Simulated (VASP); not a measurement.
Write the native input for VASP 6.6.1 that does the following.

```
Task                   : single point
Functional             : LDA
Potentials or basis    : VASP PAW LDA potentials, release 64 (Y_sv, Li_sv)
Cutoff                 : 520 eV
k mesh                 : 3 × 3 × 2
Occupations            : fermi-dirac, width 0.15 eV
Spin                   : no spin polarisation
Dipole correction      : no
Further INCAR settings : LREAL = Auto; ALGO = Normal; EDIFF = 1e-06; NBANDS = 104
```

The structure of LiY16 (a cell with a defect) lies in POSCAR:

```
LiY16
1.0
   -3.6500000000     -6.3219850000      0.0000000000
    5.4750000000     -3.1609930000      0.0000000000
    0.0000000000      0.0000000000     11.4683000000
Y Li
16 1
Direct
    0.7724572959      0.4339941790     -0.0296495557
    0.5194113589      0.3345189882      0.2404430474
    0.7630585861      0.4988834410      0.5018052370
    0.5032258121      0.3471317286      0.7335318225
    0.4519339122      0.0511122885     -0.0298634497
    0.2684492503      0.8515583130      0.2488559769
    0.5079517687      0.0062257454      0.5043712669
    0.2462667488      0.8289570106      0.7401202445
    0.2579929366      0.5197368436     -0.0069331985
    0.0088557646      0.3486072221      0.2420761578
    0.2598525901      0.5082063843      0.4876596357
    0.0210770610      0.3265721046      0.7419041183
   -0.0049996752     -0.0181873634      0.0035171734
    0.7790995284      0.8509156673      0.2845310988
    0.0163309085      0.0098498294      0.5037878325
    0.7521433759      0.8407794195      0.7548934890
    0.6276454704      0.7534286697      0.0823902409
```

These files were run (other wordings do the same):

INCAR

```
  PREC = Accurate
  ENCUT = 520
  EDIFF = 1E-6
  ISMEAR = -1
  SIGMA = 0.15
  LREAL = Auto
  LASPH = True
  NELM = 100
  ALGO = Normal
  ISIF = 2
  LWAVE = False
  LCHARG = True
  GGA = CA
  LELF = True
  LVHAR = True
  NBANDS = 104
```

KPOINTS

```
Automatic mesh
0
Gamma
  3 3 2
```

Potentials or basis: VASP PAW LDA potentials, release 64 (Y_sv, Li_sv).

Run with:

```sh
$ cat potpaw_LDA.64/Y_sv/POTCAR potpaw_LDA.64/Li_sv/POTCAR > POTCAR
$ mpirun -np 1 vasp_std > vasp.out
```

It gave:

| Property | Result |
| --- | --- |
| Largest force | 0.134 eV/Å |
| Band gap on the k mesh | zero (an odd number of electrons rules out a gap without spin polarisation) |

Wall time 47 min on 1 thread of Intel Xeon 8259CL, with other jobs on the host, peak memory 0.61 GiB.
